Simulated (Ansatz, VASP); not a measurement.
## Al3N2: VASP beside Ansatz

```xyz
5
Lattice="-1.4097 1.4097 6.8206 1.4097 -1.4097 6.8206 1.4097 1.4097 -6.8206" Properties=species:S:1:pos:R:3 pbc="T T T"
Al    0.0000    0.0000    0.0000
Al    0.0000    0.0000    4.4617
Al    0.0000    0.0000    9.1795
N     0.0000    0.0000    2.3684
N     0.0000    0.0000   11.2728
```

Change from the starting cell: species swapped into the Nb3Au2 type (I4/mmm, No. 139).

Alike in both runs: functional PBE; k mesh 18 × 18 × 18; occupations gaussian, width 0.1 eV; no spin polarisation.

Ansatz relaxed the structure, and its values are those at the end. VASP's run is a single point on that final structure, the one shown.

|  | VASP | Ansatz |
| --- | --- | --- |
| version | VASP 6.6.1 | Ansatz 0.2.0 |
| potentials or method | VASP PAW PBE potentials, release 64 (Al, N), cutoff 520 eV | scalar-relativistic, plane waves, PAW |
| valence electrons in the cell | 19 | 19 |

|  | VASP | Ansatz | Ansatz less VASP |
| --- | --- | --- | --- |
| gap on the k mesh at the Fermi level (eV) | none | none | - |
| pressure (GPa) | -0.2 | 0.0 | +0.17 |
| rms of the force components (eV/Å) | 0.003 | 0.001 | -0.0022 |

A gap of «none» marks a metal or a gap that the smearing closes.
